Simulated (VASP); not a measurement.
# CdS (I4mm) in VASP: a series of runs

Runs on CdS. Level: r2SCAN. Tasks: single point.

Program: VASP 6.6.1. These are calculated values, not measurements. Logs are shortened: lines on timing, memory, paths and dates and some standing lists are left out, and cuts for length are marked.

### Step 1. The cell of the first run

Symmetry: I4mm, No. 107, tetragonal system. The conventional cell has a = 3.792 Å, b = 3.792 Å, c = 5.363 Å, α = 90.00°, β = 90.00°, γ = 90.00°. Within 3.4 Å of Cd (site symmetry 4mm) lie 6 S at 2.58 to 2.78 Å. Within 3.4 Å of S (site symmetry 4mm) lie 6 Cd at 2.58 to 2.78 Å.

### Step 2. Single point, r2SCAN

File POSCAR:

```
CdS
1.0
    0.0000000000      2.6813668913      2.6813668913
    2.6813668913      0.0000000000      2.6813668913
    2.6813668913      2.6813668913      0.0000000000
Cd S
1 1
Direct
   -0.0042461853      0.0042461853      0.0042461853
    0.5148886675      0.4851113325      0.4851113325
```

File INCAR.step1:

```
SYSTEM = CdS
PREC = Accurate
ENCUT = 520
ISMEAR = 0
SIGMA = 0.05
LREAL = .FALSE.
LASPH = .TRUE.
NELM = 100
NBANDS = 16
GGA = PE
ALGO = Normal
EDIFF = 1E-4
LWAVE = .TRUE.
LCHARG = .FALSE.
```

File INCAR.step2:

```
SYSTEM = CdS
PREC = Accurate
ENCUT = 520
EDIFF = 1E-6
ISMEAR = 0
SIGMA = 0.05
LREAL = .FALSE.
LASPH = .TRUE.
NELM = 100
ALGO = Normal
ISIF = 2
LWAVE = .FALSE.
LCHARG = .FALSE.
METAGGA = R2SCAN
LMIXTAU = .TRUE.
NBANDS = 16
ISTART = 1
```

File KPOINTS:

```
regular mesh
0
G
  8 8 8
  0 0 0
```

Potentials or basis: VASP PAW PBE potentials, release 64 (Cd, S).

The run is started by

```sh
$ cat potpaw_PBE.64/Cd/POTCAR potpaw_PBE.64/S/POTCAR > POTCAR
$ cp INCAR.step1 INCAR
$ mpirun -np 1 vasp_std > vasp.out
$ cp INCAR.step2 INCAR
$ mpirun -np 1 vasp_std > vasp.out
```

OUTCAR:

```text
SYSTEM = CdS
   PREC = Accurate
   ENCUT = 520
   EDIFF = 1E-6
   ISMEAR = 0
   LREAL = .FALSE.
   LASPH = .TRUE.
   NELM = 100
   ISIF = 2
   METAGGA = R2SCAN
   ISTART = 1

 ion  position               nearest neighbor table
   1  0.996  0.004  0.004-   2 2.58   2 2.68   2 2.68   2 2.68   2 2.68   2 2.78
   2  0.515  0.485  0.485-   1 2.58   1 2.68   1 2.68   1 2.68   1 2.68   1 2.78

  LATTYP: Found a face centered cubic cell.
 ALAT       =     5.3627337826

  Lattice vectors:

 A1 = (   0.0000000000,   2.6813668913,   2.6813668913)
 A2 = (   2.6813668913,   0.0000000000,   2.6813668913)
 A3 = (   2.6813668913,   2.6813668913,   0.0000000000)

Analysis of symmetry for initial positions (statically):
=====================================================================
 Subroutine PRICEL returns:
 Original cell was already a primitive cell.

 Routine SETGRP: Setting up the symmetry group for a
 face centered cubic supercell.

 Subroutine GETGRP returns: Found  8 space group operations
 (whereof  8 operations were pure point group operations)
 out of a pool of 48 trial point group operations.

The static configuration has the point symmetry C_4v.

Analysis of symmetry for dynamics (positions and initial velocities):
=====================================================================
 Subroutine PRICEL returns:
 Original cell was already a primitive cell.

 Routine SETGRP: Setting up the symmetry group for a
 face centered cubic supercell.

 Subroutine GETGRP returns: Found  8 space group operations
 (whereof  8 operations were pure point group operations)
 out of a pool of 48 trial point group operations.

The dynamic configuration has the point symmetry C_4v.

 Subroutine INISYM returns: Found  8 space group operations
 (whereof  8 operations are pure point group operations),
 and found     1 'primitive' translations

----------------------------------------------------------------------------------------

                                     Primitive cell

  volume of cell :      38.5566

  direct lattice vectors                    reciprocal lattice vectors
     0.000000000  2.681366891  2.681366891    -0.186472057  0.186472057  0.186472057
     2.681366891  0.000000000  2.681366891     0.186472057 -0.186472057  0.186472057
     2.681366891  2.681366891  0.000000000     0.186472057  0.186472057 -0.186472057

  length of vectors
     3.792025423  3.792025423  3.792025423     0.322979077  0.322979077  0.322979077

  position of ions in fractional coordinates (direct lattice)
     0.995753815  0.004246185  0.004246185
     0.514888668  0.485111332  0.485111332

  ion indices of the primitive-cell ions
   primitive index   ion index
                 1           1
                 2           2

----------------------------------------------------------------------------------------

 KPOINTS: regular mesh

Automatic generation of k-mesh.
 Grid dimensions read from file:
 generate k-points for:    8    8    8

 Generating k-lattice:

  Cartesian coordinates                     Fractional coordinates (reciprocal lattice)
    -0.023309007  0.023309007  0.023309007     0.125000000  0.000000000  0.000000000
     0.023309007 -0.023309007  0.023309007     0.000000000  0.125000000  0.000000000
     0.023309007  0.023309007 -0.023309007     0.000000000  0.000000000  0.125000000

  Length of vectors
     0.040372385  0.040372385  0.040372385

  Shift w.r.t. Gamma in fractional coordinates (k-lattice)
     0.000000000  0.000000000  0.000000000

 Subroutine IBZKPT returns following result:
 ===========================================

 Found     59 irreducible k-points:

 Following reciprocal coordinates:
            Coordinates               Weight
  0.000000  0.000000  0.000000      1.000000
  0.125000  0.000000  0.000000      8.000000
  0.250000  0.000000  0.000000      8.000000
  0.375000  0.000000  0.000000      8.000000
  0.500000  0.000000  0.000000      4.000000
  0.125000  0.125000  0.000000      4.000000
[... 16 lines left out ...]
  0.000000  0.375000  0.250000      8.000000
  0.500000  0.250000  0.000000     16.000000
 [... further k-points ...]
   k-points           NKPTS =     59   k-points in BZ     NKDIM =     59   number of bands    NBANDS=     16
   number of dos      NEDOS =    301   number of ions     NIONS =      2
   total plane-waves  NPLWV =  21952
   dimension x,y,z NGX =    28 NGY =   28 NGZ =   28
   dimension x,y,z NGXF=    56 NGYF=   56 NGZF=   56
   ions per type =               1   1
   NGX,Y,Z   is equivalent  to a cutoff of  12.28, 12.28, 12.28 a.u.
   NGXF,Y,Z  is equivalent  to a cutoff of  24.55, 24.55, 24.55 a.u.
 SYSTEM =  CdS
   PREC   = accura    normal or accurate (medium, high low for compatibility)
   ISTART =      1    job   : 0-new  1-cont  2-samecut
   ICHARG =      0    charge: 1-file 2-atom 10-const
   ISPIN  =      1    spin polarized calculation?
   LNONCOLLINEAR =      F non collinear calculations
   LSORBIT =      F    spin-orbit coupling
   LASPH  =      T    aspherical Exc in radial PAW
   ENCUT  =  520.0 eV  38.22 Ry    6.18 a.u.   7.05  7.05  7.05*2*pi/ulx,y,z
   NELM   =    100;   NELMIN=  2; NELMDL=  0     # of ELM steps
   EDIFF  = 0.1E-05   stopping-criterion for ELM
   LREAL  =      F    real-space projection
   EDIFFG = 0.1E-04   stopping-criterion for IOM
   NSW    =      0    number of steps for IOM
   IBRION =     -1    ionic relax: 0-MD 1-quasi-New 2-CG
   NFREE  =      0    steps in history (QN), initial steepest desc. (CG)
   ISIF   =      2    stress and relaxation
   ISYM   =      2    0-nonsym 1-usesym 2-fastsym
   POTIM  = 0.5000    time-step for ionic-motion
   TEBEG  =    0.0;   TEEND  =   0.0 temperature during run
   PSTRESS=    0.0 pullay stress
   NELECT =      18.0000    total number of electrons
   NUPDOWN=      -1.0000    fix difference up-down
   EMIN   =  10.00;   EMAX   =-10.00  energy-range for DOS
   EFERMI =   0.00;   METHOD = LEGACY
   ISMEAR =     0;   SIGMA  =   0.05  broadening in eV -4-tet -1-fermi 0-gaus
   EFERMI_NEDOS =   21; number of points for ismear=-14 and -15
   IALGO  =     38    algorithm
   IMIX   =      4    mixing-type and parameters
     AMIX     =   0.40;   BMIX     =  1.00
     AMIX_MAG =   1.60;   BMIX_MAG =  1.00
  volume/ion in A,a.u.               =      19.28       130.10
  Fermi-wavevector in a.u.,A,eV,Ry     =   1.269987  2.399928 21.944403  1.612868
  Thomas-Fermi vector in A             =   2.402999
   LORBIT       =      0    0 simple, 1 ext, 2 COOP (PROOUT), +10 PAW based schemes
   METAGGA = R2SCAN    functional components
   LHFCALC =     F    Hartree Fock is set to
   AEXX    =    0.0000 exact exchange contribution
   IVDW    =     0    specifies the selected vdW correction
   LEPSILON=     F    determine dielectric tensor
   LRPA    =     F    only Hartree local field effects (RPA)
 non-spin polarized calculation
 Gauss-broadening in eV      SIGMA  =   0.05
  energy-cutoff  :      520.00
  volume of cell :       38.56
 maximum number of plane-waves:      1056
   NGX = 15   NGY = 15   NGZ = 15

 number of electron      18.0000002 magnetization

 Free energy of the ion-electron system (eV)
  ---------------------------------------------------
  ext. energy  EPLUGINS =         0.00000000
  ---------------------------------------------------
  free energy    TOTEN  =       -29.47476655 eV

  energy without entropy =      -29.47476655  energy(sigma->0) =      -29.47476655

 E-fermi :   3.5611     XC(G=0): -11.2745

 val. band max:        3.2661469022   @ k =   0.5000   0.0000   0.0000
 cond. band min:       4.0147184913   @ k =   0.5000   0.5000   0.0000
 fundamental gap:      0.7485715890
 Fermi energy:         3.5610570133

 k-point     1 :       0.0000    0.0000    0.0000
  band No.  band energies     occupation
      1     -10.4605      2.00000
      2      -4.7309      2.00000
      3      -4.7095      2.00000
      4      -4.7095      2.00000
      5      -4.7013      2.00000
      6      -4.6985      2.00000
[... 8 lines left out ...]
     15      15.7612      0.00000
     16      16.0718      0.00000

 k-point     2 :       0.1250    0.0000    0.0000
  band No.  band energies     occupation
      1     -10.3098      2.00000
      2      -4.7926      2.00000
      3      -4.7648      2.00000
      4      -4.7203      2.00000
      5      -4.6713      2.00000
      6      -4.6694      2.00000
[... 8 lines left out ...]
     15      14.3945      0.00000
     16      15.4759      0.00000

 k-point     3 :       0.2500    0.0000    0.0000
  band No.  band energies     occupation
      1      -9.9041      2.00000
      2      -4.9303      2.00000
      3      -4.9040      2.00000
      4      -4.7882      2.00000
      5      -4.5863      2.00000
      6      -4.5855      2.00000
[... 8 lines left out ...]
     15      14.8090      0.00000
     16      15.1811      0.00000

 k-point     4 :       0.3750    0.0000    0.0000
  band No.  band energies     occupation
      1      -9.4122      2.00000
      2      -5.0551      2.00000
      3      -5.0359      2.00000
      4      -4.9299      2.00000
      5      -4.4992      2.00000
      6      -4.4991      2.00000
[... 8 lines left out ...]
     15      16.1133      0.00000
     16      16.1171      0.00000

 k-point     5 :       0.5000    0.0000    0.0000
  band No.  band energies     occupation
      1      -9.1690      2.00000
      2      -5.0905      2.00000
      3      -5.0887      2.00000
      4      -5.0438      2.00000
      5      -4.4627      2.00000
      6      -4.4626      2.00000
[... 8 lines left out ...]
     15      17.0358      0.00000
     16      17.0434      0.00000

 k-point     6 :       0.1250    0.1250    0.0000
  band No.  band energies     occupation
      1     -10.2674      2.00000
      2      -4.8378      2.00000
      3      -4.7382      2.00000
      4      -4.7077      2.00000
      5      -4.6679      2.00000
      6      -4.6654      2.00000
[... 8 lines left out ...]
     15      16.3614      0.00000
     16      17.0713      0.00000

 k-point     7 :       0.0000    0.1250    0.1250
  band No.  band energies     occupation
      1     -10.2667      2.00000
      2      -4.8567      2.00000
      3      -4.7256      2.00000
      4      -4.6826      2.00000
      5      -4.6770      2.00000
      6      -4.6770      2.00000
[... 8 lines left out ...]
     15      16.4893      0.00000
     16      17.0756      0.00000

 k-point     8 :       0.2500    0.1250    0.0000
  band No.  band energies     occupation
      1      -9.9693      2.00000
      2      -4.9393      2.00000
      3      -4.7995      2.00000
      4      -4.7509      2.00000
      5      -4.6176      2.00000
      6      -4.5781      2.00000
[... 8 lines left out ...]
     15      16.0367      0.00000
     16      16.7839      0.00000

 k-point     9 :       0.0000    0.2500    0.1250
  band No.  band energies     occupation
      1      -9.9682      2.00000
      2      -4.9598      2.00000
      3      -4.7661      2.00000
      4      -4.7620      2.00000
      5      -4.6216      2.00000
      6      -4.5783      2.00000
[... 8 lines left out ...]
     15      16.0550      0.00000
     16      16.8070      0.00000
[... 172 lines left out ...]
 k-point    19 :       0.0000   -0.1250    0.1250
  band No.  band energies     occupation
      1     -10.0820      2.00000
      2      -4.8737      2.00000
      3      -4.8463      2.00000
      4      -4.7320      2.00000
      5      -4.6527      2.00000
      6      -4.5907      2.00000
[... 8 lines left out ...]
     15      15.5437      0.00000
     16      16.6020      0.00000

 k-point    20 :       0.2500    0.2500    0.0000
  band No.  band energies     occupation
      1      -9.8378      2.00000
      2      -4.9046      2.00000
      3      -4.8039      2.00000
      4      -4.6642      2.00000
      5      -4.5722      2.00000
      6      -4.5712      2.00000
[... 8 lines left out ...]
     15      17.0696      0.00000
     16      19.3157      0.00000

 k-point    21 :       0.0000    0.2500    0.2500
  band No.  band energies     occupation
      1      -9.8363      2.00000
      2      -4.9281      2.00000
      3      -4.7909      2.00000
      4      -4.6375      2.00000
      5      -4.5802      2.00000
      6      -4.5802      2.00000
[... 8 lines left out ...]
     15      17.0961      0.00000
     16      19.3284      0.00000

 k-point    22 :       0.3750    0.2500    0.0000
  band No.  band energies     occupation
      1      -9.5770      2.00000
      2      -4.8366      2.00000
      3      -4.7811      2.00000
      4      -4.7224      2.00000
      5      -4.4881      2.00000
      6      -4.4738      2.00000
[... 8 lines left out ...]
     15      17.6288      0.00000
     16      19.1237      0.00000

 k-point    23 :       0.0000    0.3750    0.2500
  band No.  band energies     occupation
      1      -9.5765      2.00000
      2      -4.8221      2.00000
      3      -4.7924      2.00000
      4      -4.7129      2.00000
      5      -4.4932      2.00000
      6      -4.4779      2.00000
[... 8 lines left out ...]
     15      17.6376      0.00000
     16      19.1502      0.00000

 k-point    24 :       0.5000    0.2500    0.0000
  band No.  band energies     occupation
      1      -9.3244      2.00000
      2      -4.8977      2.00000
      3      -4.8207      2.00000
      4      -4.6864      2.00000
      5      -4.4351      2.00000
      6      -4.3092      2.00000
[... 8 lines left out ...]
     15      17.6648      0.00000
     16      19.3844      0.00000

 [... further k-points ...]
[... 5 lines left out ...]
  --------------------------------------------------------------------------------------
  -------------------------------------------------------------------------------------
  Total        1.5838941      1.2423257      1.2423257     -0.0000000      0.0000000      0.0000000
  in kB       65.8169878     51.6234841     51.6234841     -0.0000000      0.0000000      0.0000000
  external PRESSURE =      56.3546520 kB  Pullay stress =       0.0000000 kB

 VOLUME and BASIS-vectors are now :
 -----------------------------------------------------------------------------
  energy-cutoff  :      520.00
  volume of cell :       38.56
      direct lattice vectors                 reciprocal lattice vectors
     0.000000000  2.681366891  2.681366891    -0.186472057  0.186472057  0.186472057
     2.681366891  0.000000000  2.681366891     0.186472057 -0.186472057  0.186472057
     2.681366891  2.681366891  0.000000000     0.186472057  0.186472057 -0.186472057

 POSITION                                       TOTAL-FORCE (eV/Angst)
 -----------------------------------------------------------------------------------
      0.02277      2.68137      2.68137        -0.302489      0.000000      0.000000
      2.60152      2.68137      2.68137         0.302489      0.000000      0.000000
 -----------------------------------------------------------------------------------
    total drift:                               -0.000619     -0.000006     -0.000006

  FREE ENERGIE OF THE ION-ELECTRON SYSTEM (eV)
  ---------------------------------------------------
  free  energy   TOTEN  =       -29.4747665450 eV

  energy  without entropy=      -29.4747665450  energy(sigma->0) =      -29.47476655
```

It took 64 s on 1 thread of Intel Xeon 6975P-C (Granite Rapids), shared host; peak memory 0.19 GiB.

What came out:

```
Free energy            : -29.4748 eV
Pressure               : 5.6 GPa
Largest force          : 0.302 eV/Å
Band gap on the k mesh : 0.75 eV, indirect (least direct gap 2.71 eV)
```

Forces in eV/Å, atoms in the order of the input:
```
Cd  -0.302  0.000  0.000
S    0.302  0.000  0.000
```

Caveat: the PAW data sets were made with another functional, which shifts forces and pressure a little. r2SCAN opens gaps a little over a GGA but as a rule still falls short of measured ones.

### Step 3. Single point, r2SCAN

This run uses another cell than the first one, of 19.78 Å³/atom, 1.026 times its volume.

File POSCAR:

```
CdS
1.0
    0.0000000000      2.7042729036      2.7042729036
    2.7042729036      0.0000000000      2.7042729036
    2.7042729036      2.7042729036      0.0000000000
Cd S
1 1
Direct
   -0.0021230927      0.0021230927      0.0021230927
    0.5074443337      0.4925556663      0.4925556663
```

File INCAR.step1:

```
PREC     = Accurate       # precision mode
ENCUT    = 520            # plane-wave cutoff, eV
ISMEAR   = 0              # smearing method
SIGMA    = 0.05           # smearing width, eV
LREAL    = False          # projectors in reciprocal space
LASPH    = True           # aspherical terms in the spheres
NELM     = 60             # most SCF steps
NBANDS   = 16             # bands
GGA      = PE             # functional
ALGO     = Normal         # electronic algorithm
EDIFF    = 1E-4           # SCF threshold, eV
LWAVE    = True           # write WAVECAR
LCHARG   = False          # write CHGCAR
```

File INCAR.step2:

```
PREC     = Accurate       # precision mode
ENCUT    = 520            # plane-wave cutoff, eV
EDIFF    = 1E-6           # SCF threshold, eV
ISMEAR   = 0              # smearing method
SIGMA    = 0.05           # smearing width, eV
LREAL    = False          # projectors in reciprocal space
LASPH    = True           # aspherical terms in the spheres
NELM     = 60             # most SCF steps
ALGO     = Normal         # electronic algorithm
ISIF     = 2              # what is computed and relaxed
LWAVE    = False          # write WAVECAR
LCHARG   = False          # write CHGCAR
METAGGA  = R2SCAN         # meta-GGA
LMIXTAU  = True         
NBANDS   = 16             # bands
ISTART   = 1
```

File KPOINTS:

```
regular mesh
0
Gamma
  8 8 8
```

Potentials or basis: VASP PAW PBE potentials, release 64 (Cd, S).

The run is started by

```sh
$ cat potpaw_PBE.64/Cd/POTCAR potpaw_PBE.64/S/POTCAR > POTCAR
$ cp INCAR.step1 INCAR
$ mpirun -np 1 vasp_std > vasp.out
$ cp INCAR.step2 INCAR
$ mpirun -np 1 vasp_std > vasp.out
```

Run time: 66 s. Hardware: 1 thread of Intel Xeon 6975P-C (Granite Rapids), shared host; peak memory 0.19 GiB.

The run converged. Its results:

```
Free energy            : -29.5114 eV
Pressure               : 2.8 GPa
Largest force          : 0.120 eV/Å
Band gap on the k mesh : 0.74 eV, indirect (least direct gap 2.53 eV)
```

Forces on the atoms (eV/Å):
```
Cd  -0.120  0.000  0.000
S    0.120  0.000  0.000
```

Stress tensor (GPa, compression positive):
```
3.00 0.00 0.00
0.00 2.68 0.00
0.00 0.00 2.68
```

Levels at points of the mesh, in eV from the valence-band top:
```csv
k point,band 7,band 8,band 9,band 10,band 11,band 12
"(0.00, 0.00, 0.00)",-0.82,-0.82,-0.82,1.71,9.72,9.72
"(0.50, 0.00, 0.00)",-5.04,0.00,0.00,4.04,6.45,6.45
"(0.50, 0.50, 0.00)",-4.53,-2.31,-2.30,0.74,6.38,10.97
"(0.00, 0.50, 0.50)",-4.53,-2.31,-2.31,0.74,6.38,10.97
```

Caveat: the PAW data sets were made with another functional, which shifts forces and pressure a little. A k mesh can miss the band edges.

(Part 1 of 2 ends here.)
